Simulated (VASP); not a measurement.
# CaS (Fm-3m) in VASP: a series of runs

CaS is run at these levels: HSE06, PBE-based screened hybrid with 75 % exact exchange, PBE-based screened hybrid with 20 % exact exchange; tasks: single point.

All numbers are computed with VASP 6.6.1; they aren't measurements. Logs are shortened: lines on timing, memory, paths and dates and some standing lists are left out, and cuts for length are marked.

## 1. The cell of the first run

It takes space group Fm-3m (No. 225, cubic). The conventional cell has a = 5.696 Å, b = 5.696 Å, c = 5.696 Å, α = 90.00°, β = 90.00°, γ = 90.00°. Ca (site symmetry m-3m) has 6 S at 2.85 Å within 3.8 Å. S (site symmetry m-3m) has 6 Ca at 2.85 Å within 3.8 Å.

## 2. Single point, HSE06

Input file POSCAR:

```
CaS
1.0
    0.0000000000      2.8479357439      2.8479357439
    2.8479357439      0.0000000000      2.8479357439
    2.8479357439      2.8479357439      0.0000000000
Ca S
1 1
Direct
    0.0000000000      0.0000000000      0.0000000000
    0.5000000000      0.5000000000      0.5000000000
```

Input file INCAR.step1:

```
SYSTEM = CaS
  PREC = Accurate
  ENCUT = 400
  EDIFF = 1E-5
  ISMEAR = 0
  SIGMA = 0.01
  LREAL = .FALSE.
  LASPH = .TRUE.
  NELM = 120
  ALGO = Normal
  ISIF = 2
  LWAVE = .TRUE.
  GGA = PE
  NBANDS = 15
  GGA_COMPAT = .FALSE.
```

Input file INCAR.step2:

```
SYSTEM = CaS
  PREC = Accurate
  ENCUT = 400
  EDIFF = 1E-6
  ISMEAR = 0
  SIGMA = 0.01
  LREAL = .FALSE.
  LASPH = .TRUE.
  NELM = 120
  ALGO = Normal
  ISIF = 2
  LWAVE = .FALSE.
  LCHARG = .TRUE.
  GGA = PE
  LHFCALC = .TRUE.
  HFSCREEN = 0.2079
  PRECFOCK = Normal
  LELF = .TRUE.
  LVHAR = .TRUE.
  ISTART = 1
  NBANDS = 15
  GGA_COMPAT = .FALSE.
```

Input file KPOINTS:

```
regular mesh
0
G
  4 4 4
  0 0 0
```

Potentials or basis: VASP PAW PBE potentials, release 64 (Ca_sv, S).

Started as:

```sh
cat potpaw_PBE.64/Ca_sv/POTCAR potpaw_PBE.64/S/POTCAR > POTCAR
cp INCAR.step1 INCAR
mpirun -np 1 vasp_std > vasp.out
cp INCAR.step2 INCAR
mpirun -np 1 vasp_std > vasp.out
```

OUTCAR:

```text
SYSTEM = CaS
   PREC = Accurate
   ENCUT = 400
   EDIFF = 1E-6
   ISMEAR = 0
   LREAL = .FALSE.
   LASPH = .TRUE.
   NELM = 120
   ISIF = 2
   GGA = PE
   LHFCALC = .TRUE.
   HFSCREEN = 0.2079
   PRECFOCK = Normal
   ISTART = 1

 ion  position               nearest neighbor table
   1  0.000  0.000  0.000-   2 2.85   2 2.85   2 2.85   2 2.85   2 2.85   2 2.85
   2  0.500  0.500  0.500-   1 2.85   1 2.85   1 2.85   1 2.85   1 2.85   1 2.85

  LATTYP: Found a face centered cubic cell.
 ALAT       =     5.6958714878

  Lattice vectors:

 A1 = (   0.0000000000,   2.8479357439,   2.8479357439)
 A2 = (   2.8479357439,   0.0000000000,   2.8479357439)
 A3 = (   2.8479357439,   2.8479357439,   0.0000000000)

Analysis of symmetry for initial positions (statically):
=====================================================================
 Subroutine PRICEL returns:
 Original cell was already a primitive cell.

 Routine SETGRP: Setting up the symmetry group for a
 face centered cubic supercell.

 Subroutine GETGRP returns: Found 48 space group operations
 (whereof 48 operations were pure point group operations)
 out of a pool of 48 trial point group operations.

The static configuration has the point symmetry O_h .

Analysis of symmetry for dynamics (positions and initial velocities):
=====================================================================
 Subroutine PRICEL returns:
 Original cell was already a primitive cell.

 Routine SETGRP: Setting up the symmetry group for a
 face centered cubic supercell.

 Subroutine GETGRP returns: Found 48 space group operations
 (whereof 48 operations were pure point group operations)
 out of a pool of 48 trial point group operations.

The dynamic configuration has the point symmetry O_h .

 Subroutine INISYM returns: Found 48 space group operations
 (whereof 48 operations are pure point group operations),
 and found     1 'primitive' translations

----------------------------------------------------------------------------------------

                                     Primitive cell

  volume of cell :      46.1977

  direct lattice vectors                    reciprocal lattice vectors
     0.000000000  2.847935744  2.847935744    -0.175565759  0.175565759  0.175565759
     2.847935744  0.000000000  2.847935744     0.175565759 -0.175565759  0.175565759
     2.847935744  2.847935744  0.000000000     0.175565759  0.175565759 -0.175565759

  length of vectors
     4.027589354  4.027589354  4.027589354     0.304088814  0.304088814  0.304088814

  position of ions in fractional coordinates (direct lattice)
     0.000000000  0.000000000  0.000000000
     0.500000000  0.500000000  0.500000000

  ion indices of the primitive-cell ions
   primitive index   ion index
                 1           1
                 2           2

----------------------------------------------------------------------------------------

 KPOINTS: regular mesh

Automatic generation of k-mesh.
 Grid dimensions read from file:
 generate k-points for:    4    4    4

 Generating k-lattice:

  Cartesian coordinates                     Fractional coordinates (reciprocal lattice)
    -0.043891440  0.043891440  0.043891440     0.250000000  0.000000000  0.000000000
     0.043891440 -0.043891440  0.043891440     0.000000000  0.250000000  0.000000000
     0.043891440  0.043891440 -0.043891440     0.000000000  0.000000000  0.250000000

  Length of vectors
     0.076022204  0.076022204  0.076022204

  Shift w.r.t. Gamma in fractional coordinates (k-lattice)
     0.000000000  0.000000000  0.000000000

 Subroutine IBZKPT returns following result:
 ===========================================

 Found      8 irreducible k-points:

 Following reciprocal coordinates:
            Coordinates               Weight
  0.000000  0.000000  0.000000      1.000000
  0.250000  0.000000  0.000000      8.000000
  0.500000  0.000000  0.000000      4.000000
  0.250000  0.250000  0.000000      6.000000
  0.500000  0.250000  0.000000     24.000000
 -0.250000  0.250000  0.000000     12.000000
  0.500000  0.500000  0.000000      3.000000
 -0.250000  0.500000  0.250000      6.000000
   k-points           NKPTS =      8   k-points in BZ     NKDIM =     64   number of bands    NBANDS=     15
   number of dos      NEDOS =    301   number of ions     NIONS =      2
   total plane-waves  NPLWV =  21952
   dimension x,y,z NGX =    28 NGY =   28 NGZ =   28
   dimension x,y,z NGXF=    56 NGYF=   56 NGZF=   56
   ions per type =               1   1
   NGX,Y,Z   is equivalent  to a cutoff of  11.56, 11.56, 11.56 a.u.
   NGXF,Y,Z  is equivalent  to a cutoff of  23.11, 23.11, 23.11 a.u.
 SYSTEM =  CaS
   PREC   = accura    normal or accurate (medium, high low for compatibility)
   ISTART =      1    job   : 0-new  1-cont  2-samecut
   ICHARG =      0    charge: 1-file 2-atom 10-const
   ISPIN  =      1    spin polarized calculation?
   LNONCOLLINEAR =      F non collinear calculations
   LSORBIT =      F    spin-orbit coupling
   LASPH  =      T    aspherical Exc in radial PAW
   ENCUT  =  400.0 eV  29.40 Ry    5.42 a.u.   6.57  6.57  6.57*2*pi/ulx,y,z
   NELM   =    120;   NELMIN=  2; NELMDL=  0     # of ELM steps
   EDIFF  = 0.1E-05   stopping-criterion for ELM
   LREAL  =      F    real-space projection
   EDIFFG = 0.1E-04   stopping-criterion for IOM
   NSW    =      0    number of steps for IOM
   IBRION =     -1    ionic relax: 0-MD 1-quasi-New 2-CG
   NFREE  =      0    steps in history (QN), initial steepest desc. (CG)
   ISIF   =      2    stress and relaxation
   ISYM   =      3    0-nonsym 1-usesym 2-fastsym
   POTIM  = 0.5000    time-step for ionic-motion
   TEBEG  =    0.0;   TEEND  =   0.0 temperature during run
   PSTRESS=    0.0 pullay stress
   NELECT =      16.0000    total number of electrons
   NUPDOWN=      -1.0000    fix difference up-down
   EMIN   =  10.00;   EMAX   =-10.00  energy-range for DOS
   EFERMI =   0.00;   METHOD = LEGACY
   ISMEAR =     0;   SIGMA  =   0.01  broadening in eV -4-tet -1-fermi 0-gaus
   EFERMI_NEDOS =   21; number of points for ismear=-14 and -15
   IALGO  =     38    algorithm
   IMIX   =      1    mixing-type and parameters
     AMIX     =   0.40;   BMIX     =  1.00
     AMIX_MAG =   1.60;   BMIX_MAG =  1.00
  volume/ion in A,a.u.               =      23.10       155.88
  Fermi-wavevector in a.u.,A,eV,Ry     =   1.149674  2.172568 17.983499  1.321750
  Thomas-Fermi vector in A             =   2.286342
   LORBIT       =      0    0 simple, 1 ext, 2 COOP (PROOUT), +10 PAW based schemes
   GGA     = PE    functional components
   LHFCALC =     T    Hartree Fock is set to
   PRECFOCK=normal    Normal, Fast or Accurate (Low or Medium for compatibility)
   ENCUT4O =  -1.0   cutoff for four orbital integrals eV
   NKREDX  =     1    reduce k-point grid by
   NKREDY  =     1    reduce k-point grid by
   NKREDZ  =     1    reduce k-point grid by
   AEXX    =    0.2500 exact exchange contribution
   HFSCREEN=    0.2079 screening length (either q_TF or 0.3 A-1)
   HFSCREENC=   0.2079 screening length for correlation (either q_TF or 0.3 A-1)
   ENCUTFOCK=  -1.0 apply spherical cutoff to Coloumb kernel
   IVDW    =     0    specifies the selected vdW correction
   LEPSILON=     F    determine dielectric tensor
   LRPA    =     F    only Hartree local field effects (RPA)
 non-spin polarized calculation
 Gauss-broadening in eV      SIGMA  =   0.01
  energy-cutoff  :      400.00
  volume of cell :       46.20
 maximum number of plane-waves:       869
 NGX is ok and might be reduce to    28
  NGX = 20; NGY = 20; NGZ = 20

 number of electron      15.9999999 magnetization

 Free energy of the ion-electron system (eV)
  ---------------------------------------------------
  ext. energy  EPLUGINS =         0.00000000
  ---------------------------------------------------
  free energy    TOTEN  =       -11.65009922 eV

  energy without entropy =      -11.65009922  energy(sigma->0) =      -11.65009922

 E-fermi :   2.1575     XC(G=0):  -7.7468

 val. band max:        2.0995336309   @ k =   0.0000   0.0000   0.0000
 cond. band min:       5.5029645651   @ k =   0.5000   0.5000   0.0000
 fundamental gap:      3.4034309342
 Fermi energy:         2.1574704214

 k-point     1 :       0.0000    0.0000    0.0000
  band No.  band energies     occupation
      1     -40.0825      2.00000
      2     -19.5893      2.00000
      3     -19.5893      2.00000
      4     -19.5893      2.00000
      5     -10.4030      2.00000
      6       2.0995      2.00000
      7       2.0995      2.00000
      8       2.0995      2.00000
      9       7.2749      0.00000
     10       7.5766      0.00000
     11       7.5766      0.00000
     12       7.5766      0.00000
     13       8.2466      0.00000
     14       8.2466      0.00000
     15      14.0366      0.00000

 k-point     2 :       0.2500    0.0000    0.0000
  band No.  band energies     occupation
      1     -40.0764      2.00000
      2     -19.6837      2.00000
      3     -19.5949      2.00000
      4     -19.5949      2.00000
      5      -9.9746      2.00000
      6       0.1393      2.00000
      7       1.4093      2.00000
      8       1.4093      2.00000
      9       7.5553      0.00000
     10       8.4906      0.00000
     11       8.4906      0.00000
     12       9.5999      0.00000
     13       9.7762      0.00000
     14       9.7762      0.00000
     15      14.0173      0.00000

 k-point     3 :       0.5000    0.0000    0.0000
  band No.  band energies     occupation
      1     -40.0703      2.00000
      2     -19.7745      2.00000
      3     -19.6004      2.00000
      4     -19.6004      2.00000
      5      -9.4899      2.00000
      6      -1.2815      2.00000
      7       0.8813      2.00000
      8       0.8813      2.00000
      9       8.2784      0.00000
     10       9.7572      0.00000
     11       9.9979      0.00000
     12       9.9979      0.00000
     13      12.1035      0.00000
     14      12.1035      0.00000
     15      12.1072      0.00000

 k-point     4 :       0.2500    0.2500    0.0000
  band No.  band energies     occupation
      1     -40.0744      2.00000
      2     -19.6682      2.00000
      3     -19.6155      2.00000
      4     -19.6155      2.00000
      5      -9.9401      2.00000
      6      -0.0229      2.00000
      7       1.5200      2.00000
      8       1.5200      2.00000
      9       6.3458      0.00000
     10       8.5195      0.00000
     11       8.7082      0.00000
     12       9.5728      0.00000
     13       9.5728      0.00000
     14      11.9934      0.00000
     15      13.4753      0.00000

 k-point     5 :       0.5000    0.2500    0.0000
  band No.  band energies     occupation
      1     -40.0684      2.00000
      2     -19.7271      2.00000
      3     -19.6440      2.00000
      4     -19.6215      2.00000
      5      -9.5944      2.00000
      6      -0.5763      2.00000
      7       0.5123      2.00000
      8       1.0318      2.00000
      9       7.0860      0.00000
     10       9.9354      0.00000
     11      10.1163      0.00000
     12      10.3363      0.00000
     13      10.4469      0.00000
     14      11.0196      0.00000
     15      12.5081      0.00000

 k-point     6 :      -0.2500    0.2500    0.0000
  band No.  band energies     occupation
      1     -40.0703      2.00000
      2     -19.7180      2.00000
      3     -19.6488      2.00000
      4     -19.6009      2.00000
      5      -9.6263      2.00000
      6      -0.5824      2.00000
      7       0.6438      2.00000
      8       0.9430      2.00000
      9       8.5537      0.00000
     10       9.0959      0.00000
     11       9.1506      0.00000
     12       9.6104      0.00000
     13      10.5699      0.00000
     14      12.0844      0.00000
     15      13.6143      0.00000

 k-point     7 :       0.5000    0.5000    0.0000
  band No.  band energies     occupation
      1     -40.0664      2.00000
      2     -19.7235      2.00000
      3     -19.6423      2.00000
      4     -19.6423      2.00000
      5      -9.6944      2.00000
      6      -0.4392      2.00000
      7       1.1947      2.00000
      8       1.1947      2.00000
      9       5.5030      0.00000
     10       9.2096      0.00000
     11       9.2418      0.00000
     12      10.5951      0.00000
     13      10.6969      0.00000
     14      10.6969      0.00000
     15      13.7883      0.00000

 k-point     8 :      -0.2500    0.5000    0.2500
  band No.  band energies     occupation
      1     -40.0664      2.00000
      2     -19.6826      2.00000
      3     -19.6826      2.00000
      4     -19.6527      2.00000
      5      -9.5649      2.00000
      6       0.1393      2.00000
      7       0.1393      2.00000
      8       0.4237      2.00000
      9       8.2431      0.00000
     10       8.2431      0.00000
     11       9.4575      0.00000
     12      10.1968      0.00000
     13      10.7089      0.00000
     14      13.0665      0.00000
     15      13.4434      0.00000

------------------------ aborting loop because EDIFF is reached ----------------------------------------

  FORCE on cell =-STRESS in cart. coord.  units (eV):
  Direction    XX          YY          ZZ          XY          YZ          ZX
  --------------------------------------------------------------------------------------
  -------------------------------------------------------------------------------------
  Total        0.0970491      0.0970491      0.0970491      0.0000000     -0.0000000     -0.0000000
  in kB        3.3657487      3.3657487      3.3657487      0.0000000     -0.0000000     -0.0000000
  external PRESSURE =       3.3657487 kB  Pullay stress =       0.0000000 kB

 VOLUME and BASIS-vectors are now :
 -----------------------------------------------------------------------------
  energy-cutoff  :      400.00
  volume of cell :       46.20
      direct lattice vectors                 reciprocal lattice vectors
     0.000000000  2.847935744  2.847935744    -0.175565759  0.175565759  0.175565759
     2.847935744  0.000000000  2.847935744     0.175565759 -0.175565759  0.175565759
     2.847935744  2.847935744  0.000000000     0.175565759  0.175565759 -0.175565759

 POSITION                                       TOTAL-FORCE (eV/Angst)
 -----------------------------------------------------------------------------------
      0.00000      0.00000      0.00000         0.000000      0.000000     -0.000000
      2.84794      2.84794      2.84794        -0.000000     -0.000000      0.000000
 -----------------------------------------------------------------------------------
    total drift:                                0.000003      0.000003      0.000005

  FREE ENERGIE OF THE ION-ELECTRON SYSTEM (eV)
  ---------------------------------------------------
  free  energy   TOTEN  =       -11.6500992192 eV

  energy  without entropy=      -11.6500992192  energy(sigma->0) =      -11.65009922
```

It took 8.2 min on 1 thread of AMD EPYC, shared host; peak memory 0.23 GiB.

What came out:

```
Free energy            : -11.6501 eV
Pressure               : 0.3 GPa
Band gap on the k mesh : 3.40 eV (least direct gap 4.31 eV)
```

Levels at points of the mesh, in eV from the valence-band top:
| k point | band 4 | band 5 | band 6 | band 7 | band 8 | band 9 | band 10 | band 11 | band 12 | band 13 |
| --- | --- | --- | --- | --- | --- | --- | --- | --- | --- | --- |
| (0.00, 0.00, 0.00) | -21.69 | -12.50 | 0.00 | 0.00 | 0.00 | 5.18 | 5.48 | 5.48 | 5.48 | 6.15 |
| (0.50, 0.00, 0.00) | -21.70 | -11.59 | -3.38 | -1.22 | -1.22 | 6.18 | 7.66 | 7.90 | 7.90 | 10.00 |
| (0.50, 0.50, 0.00) | -21.74 | -11.79 | -2.54 | -0.90 | -0.90 | 3.40 | 7.11 | 7.14 | 8.50 | 8.60 |

Caveat: the k points lie up to 0.48 Å⁻¹ apart; the PAW data sets were made with another functional, which shifts forces and pressure a little.

## 3. Single point, PBE-based screened hybrid with 75 % exact exchange

POSCAR is that of step 2.

Input file INCAR.step1:

```
SYSTEM = CaS
PREC = Accurate
ENCUT = 400
EDIFF = 1E-5
ISMEAR = 0
SIGMA = 0.01
LREAL = .FALSE.
LASPH = .TRUE.
NELM = 120
ALGO = Normal
ISIF = 2
LWAVE = .TRUE.
GGA = PE
NBANDS = 15
GGA_COMPAT = .FALSE.
```

Input file INCAR.step2:

```
SYSTEM = CaS
PREC = Accurate
ENCUT = 400
EDIFF = 1E-6
ISMEAR = 0
SIGMA = 0.01
LREAL = .FALSE.
LASPH = .TRUE.
NELM = 120
ALGO = Normal
ISIF = 2
LWAVE = .FALSE.
LCHARG = .TRUE.
GGA = PE
LHFCALC = .TRUE.
AEXX = 0.75
HFSCREEN = 0.3
PRECFOCK = Normal
LELF = .TRUE.
LVHAR = .TRUE.
ISTART = 1
NBANDS = 15
GGA_COMPAT = .FALSE.
```

Input file KPOINTS:

```
Automatic mesh
0
G
  4 4 4
  0 0 0
```

Potentials or basis: VASP PAW PBE potentials, release 64 (Ca_sv, S).

Started as:

```sh
cat potpaw_PBE.64/Ca_sv/POTCAR potpaw_PBE.64/S/POTCAR > POTCAR
cp INCAR.step1 INCAR
mpirun -np 1 vasp_std > vasp.out
cp INCAR.step2 INCAR
mpirun -np 1 vasp_std > vasp.out
```

Wall time 9.9 min (1 thread of AMD EPYC, shared host); peak memory 0.23 GiB.

Results (log left out):

| Property | Result |
| --- | --- |
| Free energy | -13.7799 eV |
| Pressure | -0.4 GPa |
| Band gap on the k mesh | 4.96 eV (least direct gap 5.99 eV) |

Levels at points of the mesh, in eV from the valence-band top:
```
           k point  band 6  band 7  band 8  band 9  band 10  band 11
(0.00, 0.00, 0.00)    0.00    0.00    0.00    6.77     7.45     7.45
(0.50, 0.00, 0.00)   -3.71   -1.26   -1.26    7.62    10.11    10.61
(0.50, 0.50, 0.00)   -2.85   -1.03   -1.03    4.96     8.73     9.63
```

Caveat: the k points lie up to 0.48 Å⁻¹ apart; the PAW data sets were made with another functional, which shifts forces and pressure a little.

## 4. Single point, PBE-based screened hybrid with 20 % exact exchange

POSCAR is that of step 3.

INCAR.step1: that of step 3 with these lines changed.

```diff
@@ -12,2 +12,3 @@
 LWAVE = .TRUE.
+LCHARG = .FALSE.
 GGA = PE
```

INCAR.step2: that of step 3 with these lines changed.

```diff
@@ -12,10 +12,8 @@
 LWAVE = .FALSE.
-LCHARG = .TRUE.
+LCHARG = .FALSE.
 GGA = PE
 LHFCALC = .TRUE.
-AEXX = 0.75
-HFSCREEN = 0.3
+AEXX = 0.2
+HFSCREEN = 0.1
 PRECFOCK = Normal
-LELF = .TRUE.
-LVHAR = .TRUE.
 ISTART = 1
```

Input file KPOINTS:

```
regular mesh
0
G
  4 4 4
  0 0 0
```

Started as:

```sh
cat potpaw_PBE.64/Ca_sv/POTCAR potpaw_PBE.64/S/POTCAR > POTCAR
cp INCAR.step1 INCAR
mpirun -np 1 vasp_std > vasp.out
cp INCAR.step2 INCAR
mpirun -np 1 vasp_std > vasp.out
```

Wall time 7.1 min (1 thread of AMD EPYC, shared host); peak memory 0.23 GiB.

The run converged. Its results:

```
Free energy            : -11.6211 eV
Pressure               : 0.3 GPa
Band gap on the k mesh : 3.46 eV (least direct gap 4.36 eV)
```

Levels at points of the mesh, in eV from the valence-band top:
| k point | band 5 | band 6 | band 7 | band 8 | band 9 | band 10 | band 11 | band 12 |
| --- | --- | --- | --- | --- | --- | --- | --- | --- |
| (0.00, 0.00, 0.00) | -12.30 | 0.00 | 0.00 | 0.00 | 5.23 | 5.50 | 5.50 | 5.50 |
| (0.50, 0.00, 0.00) | -11.41 | -3.36 | -1.22 | -1.22 | 6.25 | 7.64 | 7.86 | 7.86 |
| (0.50, 0.50, 0.00) | -11.61 | -2.52 | -0.90 | -0.90 | 3.46 | 7.13 | 7.17 | 8.45 |

Caveat: the k points lie up to 0.48 Å⁻¹ apart; the PAW data sets were made with another functional, which shifts forces and pressure a little. A k mesh can miss the band edges.

## 5. Summary

```csv
level,share of exact exchange,screening parameter,gap on the mesh (eV),pressure (GPa)
HSE06,0.25,0.2079 1/Å,3.40,0.3
PBE-based screened hybrid with 75 % exact exchange,0.75,0.3 1/Å,4.96,-0.4
PBE-based screened hybrid with 20 % exact exchange,0.2,0.1 1/Å,3.46,0.3
```

Alike in all rows: task single point; potentials or basis VASP PAW PBE potentials, release 64 (Ca_sv, S); no spin polarisation; cell as given; k mesh 4 × 4 × 4; cutoff (eV) 400; smearing gaussian 0.01 eV.

Caveats: all runs use coarse meshes; the PAW data sets were made with another functional, which shifts forces and pressure a little.

Absolute energies hang on the potentials; compare differences alone.
